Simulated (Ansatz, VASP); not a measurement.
One calculation of BaTiO3, two programs

```
Ba Ti O
1.0
     3.99980    0.00000    0.00000
     0.00000    3.99980    0.00000
     0.00000    0.00000    3.93764
Ba Ti O
1 1 3
Direct
  0.00000 0.00000 0.99703
  0.50000 0.50000 0.48265
  0.50000 0.50000 0.02227
  0.50000 0.00000 0.51302
  0.00000 0.50000 0.51302
```

Change from the starting cell: z stretched by -2 %, ions relaxed.

Alike in both runs: task relaxation of the atoms; functional PBE; k mesh 8 × 8 × 8; occupations fermi-dirac, width 0.02 eV; no spin polarisation.

|  | VASP | Ansatz |
| --- | --- | --- |
| version | VASP 6.6.1 | Ansatz 0.2.0 |
| potentials or method | VASP PAW PBE potentials, release 64 (Ba_sv, Ti_sv, O) | plane-wave PAW, scalar-relativistic |
| plane-wave cutoff (eV) | 520 | 420 |
| valence electrons in the cell | 40 | 40 |

```tsv
	VASP	Ansatz	Ansatz less VASP
gap on the k mesh at the Fermi level, each at its own relaxed structure (eV)	1.79	1.87	+0.082
```

Ansatz's warnings: stress scf threshold loose.

Spin-orbit coupling is off throughout.
